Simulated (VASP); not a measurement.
# Bi2Se3 (I4/mmm) in VASP: further runs

The runs below take Bi2Se3 through relaxation of cell and atoms, single point, with PBE.

Program: VASP 6.6.1. These are calculated values, not measurements. Logs are shortened: lines on timing, memory, paths and dates and some standing lists are left out, and cuts for length are marked.

## 1. The cell of the first run

The structure is tetragonal, space group I4/mmm (No. 139). The conventional cell has a = 6.060 Å, b = 6.060 Å, c = 8.076 Å, α = 90.00°, β = 90.00°, γ = 90.00°. Bi (site symmetry -4m2) has 2 Se at 2.02 Å within 2.7 Å. Within 2.7 Å of Se (site symmetry mmm) lie 2 Bi at 2.02 Å. Se (site symmetry 4/mmm) has 4 Se at 3.03 Å and 8 Bi at 3.64 Å within 4.0 Å.

The cell was built from a structure type or drawn by symmetry, and may not be a known phase.

## 2. Relaxation of cell and atoms, PBE

Contents of INCAR:

```
ALGO = Normal ; EDIFF = 1E-6
EDIFFG = -0.04 ; ENCUT = 600
GGA = PE ; IBRION = 2
ISIF = 3 ; ISMEAR = 0
LASPH = T ; LCHARG = F
LREAL = F ; LWAVE = F
NELM = 80 ; NSW = 90
PREC = Accurate ; SIGMA = 0.1
```

Contents of KPOINTS:

```
k-points
0
Gamma
  4 4 4
```

Contents of POSCAR:

```
Bi2Se3
1.0
   -3.0298704800      3.0298704800      4.0382446000
    3.0298704800     -3.0298704800      4.0382446000
    3.0298704800      3.0298704800     -4.0382446000
Bi Se
2 3
Direct
    0.7500000000      0.2500000000      0.5000000000
    0.2500000000      0.7500000000      0.5000000000
    0.5000000000      0.0000000000      0.5000000000
    0.0000000000      0.5000000000      0.5000000000
    0.5000000000      0.5000000000      0.0000000000
```

Potentials or basis: VASP PAW PBE potentials, release 64 (Bi_d, Se).

Run with:

```bash
> cat potpaw_PBE.64/Bi_d/POTCAR potpaw_PBE.64/Se/POTCAR > POTCAR
> mpirun -np 1 vasp_std > vasp.out
```

OUTCAR:

```text
EDIFF = 1E-6
   EDIFFG = -0.04
   ENCUT = 600
   GGA = PE
   IBRION = 2
   ISIF = 3
   ISMEAR = 0
   LASPH = T
   LREAL = F
   NELM = 80
   NSW = 90
   PREC = Accurate

 ion  position               nearest neighbor table
   1  0.750  0.250  0.500-   3 2.02   4 2.02
   2  0.250  0.750  0.500-   3 2.02   4 2.02
   3  0.500  0.000  0.500-   1 2.02   2 2.02
   4  0.000  0.500  0.500-   1 2.02   2 2.02
   5  0.500  0.500  0.000-

  LATTYP: Found a body centered tetragonal cell.
 ALAT       =     6.0597409600
 C/A-ratio  =     1.3328109656

  Lattice vectors:

 A1 = (  -3.0298704800,   3.0298704800,   4.0382446000)
 A2 = (   3.0298704800,  -3.0298704800,   4.0382446000)
 A3 = (   3.0298704800,   3.0298704800,  -4.0382446000)

Analysis of symmetry for initial positions (statically):
=====================================================================
 Subroutine PRICEL returns:
 Original cell was already a primitive cell.

 Routine SETGRP: Setting up the symmetry group for a
 body centered tetragonal supercell.

 Subroutine GETGRP returns: Found 16 space group operations
 (whereof 16 operations were pure point group operations)
 out of a pool of 16 trial point group operations.

The static configuration has the point symmetry D_4h.

Analysis of symmetry for dynamics (positions and initial velocities):
=====================================================================
 Subroutine PRICEL returns:
 Original cell was already a primitive cell.

 Routine SETGRP: Setting up the symmetry group for a
 body centered tetragonal supercell.

 Subroutine GETGRP returns: Found 16 space group operations
 (whereof 16 operations were pure point group operations)
 out of a pool of 16 trial point group operations.

The dynamic configuration has the point symmetry D_4h.

 Subroutine INISYM returns: Found 16 space group operations
 (whereof 16 operations are pure point group operations),
 and found     1 'primitive' translations

----------------------------------------------------------------------------------------

                                     Primitive cell

  volume of cell :     148.2862

  direct lattice vectors                    reciprocal lattice vectors
    -3.029870480  3.029870480  4.038244600     0.000000000  0.165023556  0.123816175
[... 99 lines left out ...]
     AMIX     =   0.40;   BMIX     =  1.00
     AMIX_MAG =   1.60;   BMIX_MAG =  1.00
  volume/ion in A,a.u.               =      29.66       200.14
  Fermi-wavevector in a.u.,A,eV,Ry     =   1.124057  2.124160 17.191017  1.263504
  Thomas-Fermi vector in A             =   2.260727
   LORBIT       =      0    0 simple, 1 ext, 2 COOP (PROOUT), +10 PAW based schemes
   GGA     = PE    functional components
   LHFCALC =     F    Hartree Fock is set to
   AEXX    =    0.0000 exact exchange contribution
   IVDW    =     0    specifies the selected vdW correction
   LEPSILON=     F    determine dielectric tensor
   LRPA    =     F    only Hartree local field effects (RPA)
 conjugate gradient relaxation of ions
 non-spin polarized calculation
 Gauss-broadening in eV      SIGMA  =   0.10
  energy-cutoff  :      600.00
  volume of cell :      148.29
 maximum number of plane-waves:      4967
   NGX = 23   NGY = 23   NGZ = 23

--------------------------------------- Ionic step        1  -------------------------------------------

 number of electron      48.0000000 magnetization

 Free energy of the ion-electron system (eV)
  ---------------------------------------------------
  ext. energy  EPLUGINS =         0.00000000
  ---------------------------------------------------
  free energy    TOTEN  =         2.47896897 eV

  energy without entropy =        2.51198974  energy(sigma->0) =        2.49547935

------------------------ aborting loop because EDIFF is reached ----------------------------------------

  FORCE on cell =-STRESS in cart. coord.  units (eV):
  Direction    XX          YY          ZZ          XY          YZ          ZX
  --------------------------------------------------------------------------------------
  -------------------------------------------------------------------------------------
  Total        2.7478317      2.7478317    161.3420092      0.0000000      0.0000000      0.0000000
  in kB       29.6893010     29.6893010   1743.2404849      0.0000000      0.0000000      0.0000000
  external PRESSURE =     600.8730290 kB  Pullay stress =       0.0000000 kB
[... 450 lines left out ...]
 VOLUME and BASIS-vectors are now :
 -----------------------------------------------------------------------------
  energy-cutoff  :      600.00
  volume of cell :      399.49
      direct lattice vectors                 reciprocal lattice vectors
    -3.110200039  3.110200039 10.324633874     0.000000000  0.160761364  0.048427867
     3.110200039 -3.110200039 10.324633874     0.160761364  0.000000000  0.048427867
     3.110200039  3.110200039-10.324633874     0.160761364  0.160761364  0.000000000

 POSITION                                       TOTAL-FORCE (eV/Angst)
 -----------------------------------------------------------------------------------
     -0.00000      3.11020      5.16232         0.000000     -0.000000      0.000000
      3.11020     -0.00000      5.16232        -0.000000      0.000000     -0.000000
      0.00000      3.11020      0.00000        -0.000000      0.000000      0.000000
      3.11020      0.00000      0.00000        -0.000000      0.000000      0.000000
      0.00000      0.00000     10.32463        -0.000000      0.000000      0.000000
 -----------------------------------------------------------------------------------
    total drift:                                0.000000      0.000000      0.000000
[... 453 lines left out ...]
     27       8.5334      0.00000
     28      10.0936      0.00000

[... ionic steps 4 to 14 ...]

--------------------------------------- Ionic step       15  -------------------------------------------

 number of electron      47.9999999 magnetization

------------------------ aborting loop because EDIFF is reached ----------------------------------------
[... 73 lines left out ...]
--------------------------------------- Ionic step       17  -------------------------------------------

 number of electron      48.0000001 magnetization

 Free energy of the ion-electron system (eV)
  ---------------------------------------------------
  ext. energy  EPLUGINS =         0.00000000
  ---------------------------------------------------
  free energy    TOTEN  =       -17.35674448 eV

  energy without entropy =      -17.32792368  energy(sigma->0) =      -17.34233408

 E-fermi :   3.8035     XC(G=0):  -9.0282

 val. band max:        3.8028421446   @ k =   0.5000   0.2500  -0.0000
 cond. band min:       3.8761972937   @ k =   0.2500   0.2500   0.2500
 fundamental gap:      0.0733551492
 Fermi energy:         3.8034783203
[... 433 lines left out ...]
  FREE ENERGIE OF THE ION-ELECTRON SYSTEM (eV)
  ---------------------------------------------------
  free  energy   TOTEN  =       -17.3567444806 eV

  energy  without entropy=      -17.3279236809  energy(sigma->0) =      -17.34233408

 reached required accuracy - stopping structural energy minimisation
```

It took 12 min on 1 thread of AMD EPYC 9R14 (Zen 4), shared host; peak memory 0.34 GiB.

Results:

```yaml
Free_energy: -17.3567 eV
Relaxed_volume: 31.44 Å³/atom
Relaxed_cell: a = 6.826 Å, b = 6.826 Å, c = 6.826 Å, α = 134.90°, β = 134.90°, γ = 65.68°
Space_group_after_relaxing_to_0.1_Å: I4/mmm (No. 139)
Pressure_after_relaxing: -0.1 GPa
Band_gap_on_the_k_mesh: zero (bands 24 and 25 overlap by 0.49 eV)
```

Final structure:
```xyz
5
Lattice="-2.6175 2.6175 5.7354 2.6175 -2.6175 5.7354 2.6175 2.6175 -5.7354" Properties=species:S:1:pos:R:3 pbc="T T T"
Bi    0.0000    2.6175    2.8677
Bi    2.6175    0.0000    2.8677
Se    2.6175    0.0000    5.7354
Se    2.6175    0.0000    0.0000
Se    2.6175    2.6175    0.0000
```

Levels at points of the mesh, in eV from the Fermi level:
```tsv
k point	band 20	band 21	band 22	band 23	band 24	band 25	band 26	band 27	band 28
(0.00, 0.00, 0.00)	-1.73	-1.02	-1.02	-0.58	-0.42	1.66	2.83	2.83	5.41
(0.50, 0.00, 0.00)	-1.84	-1.47	-1.06	-0.10	-0.07	-0.01	0.21	1.01	3.43
(0.50, 0.50, 0.00)	-1.37	-0.89	-0.89	-0.85	-0.84	-0.08	0.09	0.83	3.12
(0.50, 0.50, 0.50)	-1.59	-1.59	-0.33	-0.33	-0.19	0.19	2.17	2.17	3.91
```

Caveat: a cell axis changed by over 15 % at a fixed basis, so the end point is rough; spin-orbit coupling is left out, which moves the levels of the heavy elements.

(Part 1 of 2 ends here.)
